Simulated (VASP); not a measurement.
# SrTiO3 (Pm-3m) in VASP: notebook

SrTiO3 is run at these levels: PBEsol; tasks: single point.

Program: VASP 6.6.1. These are calculated values, not measurements. Logs are shortened: lines on timing, memory, paths and dates and some standing lists are left out, and cuts for length are marked.

## 1. The cell of the first run

The structure is cubic, space group Pm-3m (No. 221). Conventional cell: a = 3.784 Å, b = 3.784 Å, c = 3.784 Å, α = 90.00°, β = 90.00°, γ = 90.00°. Sr (site symmetry m-3m) has 12 O at 2.68 Å and 8 Ti at 3.28 Å within 3.5 Å. Ti (site symmetry m-3m) has 6 O at 1.89 Å within 2.5 Å. Within 2.5 Å of O (site symmetry 4/mmm) lie 2 Ti at 1.89 Å.

## 2. Single point, PBEsol (10.84 Å³/atom)

Contents of INCAR:

```
ALGO = Normal
EDIFF = 1E-6
ENCUT = 520
GGA = PS
ISIF = 2
ISMEAR = 0
LASPH = T
LCHARG = T
LELF = T
LREAL = F
LVHAR = T
LWAVE = F
NBANDS = 28
NELM = 60
PREC = Accurate
SIGMA = 0.05
```

Contents of KPOINTS:

```
k-points
0
Gamma
  6 6 6
```

Contents of POSCAR:

```
SrTiO3
1.0
    3.7844560399      0.0000000000      0.0000000000
    0.0000000000      3.7844560399      0.0000000000
    0.0000000000      0.0000000000      3.7844560399
Sr Ti O
1 1 3
Direct
    0.5000000000      0.5000000000      0.5000000000
    0.0000000000      0.0000000000      0.0000000000
    0.5000000000      0.0000000000      0.0000000000
    0.0000000000      0.5000000000      0.0000000000
    0.0000000000      0.0000000000      0.5000000000
```

Potentials or basis: VASP PAW PBE potentials, release 64 (Sr_sv, Ti_sv, O).

Run with:

```console
$ cat potpaw_PBE.64/Sr_sv/POTCAR potpaw_PBE.64/Ti_sv/POTCAR potpaw_PBE.64/O/POTCAR > POTCAR
$ mpirun -np 1 vasp_std > vasp.out
```

OUTCAR:

```text
EDIFF = 1E-6
   ENCUT = 520
   GGA = PS
   ISIF = 2
   ISMEAR = 0
   LASPH = T
   LREAL = F
   NELM = 60
   PREC = Accurate

 ion  position               nearest neighbor table
   1  0.500  0.500  0.500-   3 2.68   4 2.68   5 2.68   3 2.68   4 2.68   3 2.68   5 2.68   3 2.68
                             4 2.68   5 2.68   4 2.68   5 2.68   2 3.28   2 3.28   2 3.28   2 3.28
   2  0.000  0.000  0.000-   3 1.89   4 1.89   5 1.89   5 1.89   4 1.89   3 1.89   1 3.28   1 3.28
                             1 3.28   1 3.28   1 3.28   1 3.28   1 3.28   1 3.28
   3  0.500  0.000  0.000-   2 1.89   2 1.89   1 2.68   1 2.68   1 2.68   1 2.68
   4  0.000  0.500  0.000-   2 1.89   2 1.89   1 2.68   1 2.68   1 2.68   1 2.68
   5  0.000  0.000  0.500-   2 1.89   2 1.89   1 2.68   1 2.68   1 2.68   1 2.68

  LATTYP: Found a simple cubic cell.
 ALAT       =     3.7844560399

  Lattice vectors:

 A1 = (   3.7844560399,   0.0000000000,   0.0000000000)
 A2 = (   0.0000000000,   3.7844560399,   0.0000000000)
 A3 = (   0.0000000000,   0.0000000000,   3.7844560399)

Analysis of symmetry for initial positions (statically):
=====================================================================
 Subroutine PRICEL returns:
 Original cell was already a primitive cell.

 Routine SETGRP: Setting up the symmetry group for a
 simple cubic supercell.

 Subroutine GETGRP returns: Found 48 space group operations
 (whereof 48 operations were pure point group operations)
 out of a pool of 48 trial point group operations.

The static configuration has the point symmetry O_h .

Analysis of symmetry for dynamics (positions and initial velocities):
=====================================================================
 Subroutine PRICEL returns:
 Original cell was already a primitive cell.

 Routine SETGRP: Setting up the symmetry group for a
 simple cubic supercell.

 Subroutine GETGRP returns: Found 48 space group operations
 (whereof 48 operations were pure point group operations)
 out of a pool of 48 trial point group operations.

The dynamic configuration has the point symmetry O_h .

 Subroutine INISYM returns: Found 48 space group operations
 (whereof 48 operations are pure point group operations),
 and found     1 'primitive' translations

----------------------------------------------------------------------------------------

                                     Primitive cell

  volume of cell :      54.2014

  direct lattice vectors                    reciprocal lattice vectors
     3.784456040  0.000000000  0.000000000     0.264238768  0.000000000  0.000000000
     0.000000000  3.784456040  0.000000000     0.000000000  0.264238768  0.000000000
     0.000000000  0.000000000  3.784456040     0.000000000  0.000000000  0.264238768

  length of vectors
     3.784456040  3.784456040  3.784456040     0.264238768  0.264238768  0.264238768

  position of ions in fractional coordinates (direct lattice)
     0.500000000  0.500000000  0.500000000
     0.000000000  0.000000000  0.000000000
     0.500000000  0.000000000  0.000000000
     0.000000000  0.500000000  0.000000000
     0.000000000  0.000000000  0.500000000

  ion indices of the primitive-cell ions
   primitive index   ion index
                 1           1
                 2           2
                 3           3
                 4           4
                 5           5

----------------------------------------------------------------------------------------

 KPOINTS: k-points

Automatic generation of k-mesh.
 Grid dimensions read from file:
 generate k-points for:    6    6    6

 Generating k-lattice:

  Cartesian coordinates                     Fractional coordinates (reciprocal lattice)
     0.044039795  0.000000000  0.000000000     0.166666667  0.000000000  0.000000000
     0.000000000  0.044039795  0.000000000     0.000000000  0.166666667  0.000000000
     0.000000000  0.000000000  0.044039795     0.000000000  0.000000000  0.166666667

  Length of vectors
     0.044039795  0.044039795  0.044039795

  Shift w.r.t. Gamma in fractional coordinates (k-lattice)
     0.000000000  0.000000000  0.000000000

 Subroutine IBZKPT returns following result:
 ===========================================

 Found     20 irreducible k-points:

 Following reciprocal coordinates:
            Coordinates               Weight
  0.000000  0.000000  0.000000      1.000000
  0.166667  0.000000  0.000000      6.000000
  0.333333  0.000000  0.000000      6.000000
  0.500000  0.000000  0.000000      3.000000
  0.166667  0.166667  0.000000     12.000000
  0.333333  0.166667  0.000000     24.000000
[... 12 lines left out ...]
  0.500000  0.500000  0.333333      6.000000
  0.500000  0.500000  0.500000      1.000000
   k-points           NKPTS =     20   k-points in BZ     NKDIM =     20   number of bands    NBANDS=     28
   number of dos      NEDOS =    301   number of ions     NIONS =      5
   total plane-waves  NPLWV =  21952
   dimension x,y,z NGX =    28 NGY =   28 NGZ =   28
   dimension x,y,z NGXF=    56 NGYF=   56 NGZF=   56
   ions per type =               1   1   3
   NGX,Y,Z   is equivalent  to a cutoff of  12.30, 12.30, 12.30 a.u.
   NGXF,Y,Z  is equivalent  to a cutoff of  24.60, 24.60, 24.60 a.u.
 SYSTEM =  unknown system
   PREC   = accura    normal or accurate (medium, high low for compatibility)
   ISTART =      0    job   : 0-new  1-cont  2-samecut
   ICHARG =      2    charge: 1-file 2-atom 10-const
   ISPIN  =      1    spin polarized calculation?
   LNONCOLLINEAR =      F non collinear calculations
   LSORBIT =      F    spin-orbit coupling
   LASPH  =      T    aspherical Exc in radial PAW
   ENCUT  =  520.0 eV  38.22 Ry    6.18 a.u.   7.04  7.04  7.04*2*pi/ulx,y,z
   NELM   =     60;   NELMIN=  2; NELMDL= -5     # of ELM steps
   EDIFF  = 0.1E-05   stopping-criterion for ELM
   LREAL  =      F    real-space projection
   EDIFFG = 0.1E-04   stopping-criterion for IOM
   NSW    =      0    number of steps for IOM
   IBRION =     -1    ionic relax: 0-MD 1-quasi-New 2-CG
   NFREE  =      0    steps in history (QN), initial steepest desc. (CG)
   ISIF   =      2    stress and relaxation
   ISYM   =      2    0-nonsym 1-usesym 2-fastsym
   POTIM  = 0.5000    time-step for ionic-motion
   TEBEG  =    0.0;   TEEND  =   0.0 temperature during run
   PSTRESS=    0.0 pullay stress
   NELECT =      40.0000    total number of electrons
   NUPDOWN=      -1.0000    fix difference up-down
   EMIN   =  10.00;   EMAX   =-10.00  energy-range for DOS
   EFERMI =   0.00;   METHOD = LEGACY
   ISMEAR =     0;   SIGMA  =   0.05  broadening in eV -4-tet -1-fermi 0-gaus
   EFERMI_NEDOS =   21; number of points for ismear=-14 and -15
   IALGO  =     38    algorithm
   IMIX   =      4    mixing-type and parameters
     AMIX     =   0.40;   BMIX     =  1.00
     AMIX_MAG =   1.60;   BMIX_MAG =  1.00
  volume/ion in A,a.u.               =      10.84        73.15
  Fermi-wavevector in a.u.,A,eV,Ry     =   1.479420  2.795698 29.778831  2.188682
  Thomas-Fermi vector in A             =   2.593580
   LORBIT       =      0    0 simple, 1 ext, 2 COOP (PROOUT), +10 PAW based schemes
   GGA     = PS    functional components
   LHFCALC =     F    Hartree Fock is set to
   AEXX    =    0.0000 exact exchange contribution
   IVDW    =     0    specifies the selected vdW correction
   LEPSILON=     F    determine dielectric tensor
   LRPA    =     F    only Hartree local field effects (RPA)
 non-spin polarized calculation
 Gauss-broadening in eV      SIGMA  =   0.05
  energy-cutoff  :      520.00
  volume of cell :       54.20
 maximum number of plane-waves:      1492
   NGX = 15   NGY = 15   NGZ = 15

 number of electron      39.9999980 magnetization

 Free energy of the ion-electron system (eV)
  ---------------------------------------------------
  ext. energy  EPLUGINS =         0.00000000
  ---------------------------------------------------
  free energy    TOTEN  =       -41.73147943 eV

  energy without entropy =      -41.73147943  energy(sigma->0) =      -41.73147943

 E-fermi :   5.0446     XC(G=0): -12.0485

 val. band max:        4.8322623276   @ k =   0.5000   0.5000   0.5000
 cond. band min:       6.7851643365   @ k =   0.0000   0.0000   0.0000
 fundamental gap:      1.9529020089
 Fermi energy:         5.0446299974

 k-point     1 :       0.0000    0.0000    0.0000
  band No.  band energies     occupation
      1     -50.9766      2.00000
      2     -27.5504      2.00000
      3     -27.4130      2.00000
      4     -27.4130      2.00000
      5     -27.4130      2.00000
      6     -12.8734      2.00000
[... 20 lines left out ...]
     27      10.2680      0.00000
     28      11.7306      0.00000

 k-point     2 :       0.1667    0.0000    0.0000
  band No.  band energies     occupation
      1     -50.9759      2.00000
      2     -27.5919      2.00000
      3     -27.4117      2.00000
      4     -27.4117      2.00000
      5     -27.3899      2.00000
      6     -12.9072      2.00000
[... 20 lines left out ...]
     27      10.8954      0.00000
     28      12.4139      0.00000

 k-point     3 :       0.3333    0.0000    0.0000
  band No.  band energies     occupation
      1     -50.9746      2.00000
      2     -27.6613      2.00000
      3     -27.4091      2.00000
      4     -27.4091      2.00000
      5     -27.3568      2.00000
      6     -13.0875      2.00000
[... 20 lines left out ...]
     27      12.0579      0.00000
     28      13.2185      0.00000

 k-point     4 :       0.5000    0.0000    0.0000
  band No.  band energies     occupation
      1     -50.9739      2.00000
      2     -27.6930      2.00000
      3     -27.4079      2.00000
      4     -27.4079      2.00000
      5     -27.3427      2.00000
      6     -13.1977      2.00000
[... 454 lines left out ...]
     27      13.4640      0.00000
     28      14.0498      0.00000

 k-point    19 :       0.5000    0.5000    0.3333
  band No.  band energies     occupation
      1     -50.9692      2.00000
      2     -27.5190      2.00000
      3     -27.5190      2.00000
      4     -27.4892      2.00000
      5     -27.4570      2.00000
      6     -11.4942      2.00000
[... 20 lines left out ...]
     27      13.7232      0.00000
     28      14.4813      0.00000

 k-point    20 :       0.5000    0.5000    0.5000
  band No.  band energies     occupation
      1     -50.9685      2.00000
      2     -27.5174      2.00000
      3     -27.5174      2.00000
      4     -27.5174      2.00000
      5     -27.4495      2.00000
      6     -11.2367      2.00000
[... 20 lines left out ...]
     27      14.4011      0.00000
     28      14.4011      0.00000

------------------------ aborting loop because EDIFF is reached ----------------------------------------

  FORCE on cell =-STRESS in cart. coord.  units (eV):
  Direction    XX          YY          ZZ          XY          YZ          ZX
  --------------------------------------------------------------------------------------
  -------------------------------------------------------------------------------------
  Total        6.5909984      6.5909984      6.5909984      0.0000000      0.0000000      0.0000000
  in kB      194.8280105    194.8280105    194.8280105      0.0000000      0.0000000      0.0000000
  external PRESSURE =     194.8280105 kB  Pullay stress =       0.0000000 kB

 VOLUME and BASIS-vectors are now :
 -----------------------------------------------------------------------------
  energy-cutoff  :      520.00
  volume of cell :       54.20
      direct lattice vectors                 reciprocal lattice vectors
     3.784456040  0.000000000  0.000000000     0.264238768  0.000000000  0.000000000
     0.000000000  3.784456040  0.000000000     0.000000000  0.264238768  0.000000000
     0.000000000  0.000000000  3.784456040     0.000000000  0.000000000  0.264238768

 POSITION                                       TOTAL-FORCE (eV/Angst)
 -----------------------------------------------------------------------------------
      1.89223      1.89223      1.89223         0.000000      0.000000      0.000000
      0.00000      0.00000      0.00000         0.000000      0.000000      0.000000
      1.89223      0.00000      0.00000         0.000000      0.000000      0.000000
      0.00000      1.89223      0.00000         0.000000      0.000000      0.000000
      0.00000      0.00000      1.89223         0.000000      0.000000      0.000000
 -----------------------------------------------------------------------------------
    total drift:                                0.000000      0.000000     -0.000000

  FREE ENERGIE OF THE ION-ELECTRON SYSTEM (eV)
  ---------------------------------------------------
  free  energy   TOTEN  =       -41.7314794283 eV

  energy  without entropy=      -41.7314794283  energy(sigma->0) =      -41.73147943
```

Run time: 64 s. Hardware: 1 thread of Intel Xeon 8259CL, shared host; peak memory 0.18 GiB.

Results:

| Item | Value |
| --- | --- |
| Free energy | -41.7315 eV |
| Pressure | 19.5 GPa |
| Band gap on the k mesh | 1.95 eV (least direct gap 2.24 eV) |

Caveat: the cell stands under pressure; the PAW data sets were made with another functional, which shifts forces and pressure a little. A k mesh can miss the band edges.

## 3. Single point, PBEsol (11.31 Å³/atom)

This run uses another cell than the first one, of 11.31 Å³/atom.

Contents of INCAR:

```
PREC     = Accurate       # precision mode
ENCUT    = 520            # plane-wave cutoff, eV
EDIFF    = 1E-6           # SCF threshold, eV
ISMEAR   = 0              # smearing method
SIGMA    = 0.05           # smearing width, eV
LREAL    = False          # projectors in reciprocal space
LASPH    = True           # aspherical terms in the spheres
NELM     = 60             # most SCF steps
ALGO     = Normal         # electronic algorithm
ISIF     = 2              # what is computed and relaxed
LWAVE    = False          # write WAVECAR
LCHARG   = True           # write CHGCAR
GGA      = PS             # functional
LELF     = True           # ELF
LVHAR    = True         
NBANDS   = 28             # bands
```

Contents of KPOINTS:

```
regular mesh
0
Gamma
  6 6 6
```

Changes to POSCAR since step 2:

```diff
@@ -2,5 +2,5 @@
 1.0
-    3.7844560399      0.0000000000      0.0000000000
-    0.0000000000      3.7844560399      0.0000000000
-    0.0000000000      0.0000000000      3.7844560399
+    3.8385270029      0.0000000000      0.0000000000
+    0.0000000000      3.8385270029      0.0000000000
+    0.0000000000      0.0000000000      3.8385270029
 Sr Ti O
```

Potentials or basis: VASP PAW PBE potentials, release 64 (Sr_sv, Ti_sv, O).

Run with:

```console
$ cat potpaw_PBE.64/Sr_sv/POTCAR potpaw_PBE.64/Ti_sv/POTCAR potpaw_PBE.64/O/POTCAR > POTCAR
$ mpirun -np 1 vasp_std > vasp.out
```

It took 86 s on 1 thread of Intel Xeon 8259CL, shared host; peak memory 0.19 GiB.

It converged, with:

| Property | Result |
| --- | --- |
| Free energy | -41.9422 eV |
| Pressure | 9.1 GPa |
| Band gap on the k mesh | 1.89 eV (least direct gap 2.21 eV) |

Levels at points of the mesh, in eV from the valence-band top:
| k point | band 16 | band 17 | band 18 | band 19 | band 20 | band 21 | band 22 | band 23 | band 24 | band 25 |
| --- | --- | --- | --- | --- | --- | --- | --- | --- | --- | --- |
| (0.00, 0.00, 0.00) | -1.28 | -1.28 | -0.32 | -0.32 | -0.32 | 1.89 | 1.89 | 1.89 | 4.69 | 4.69 |
| (0.50, 0.00, 0.00) | -2.52 | -2.52 | -2.20 | -0.73 | -0.73 | 2.09 | 4.05 | 4.05 | 4.74 | 7.09 |
| (0.50, 0.50, 0.00) | -3.11 | -1.70 | -1.64 | -1.64 | -0.10 | 4.06 | 4.06 | 4.52 | 5.78 | 8.10 |
| (0.50, 0.50, 0.50) | -3.92 | -3.92 | 0.00 | 0.00 | 0.00 | 4.80 | 4.80 | 4.80 | 7.06 | 7.06 |

Caveat: the cell stands under pressure; the PAW data sets were made with another functional, which shifts forces and pressure a little. A k mesh can miss the band edges.
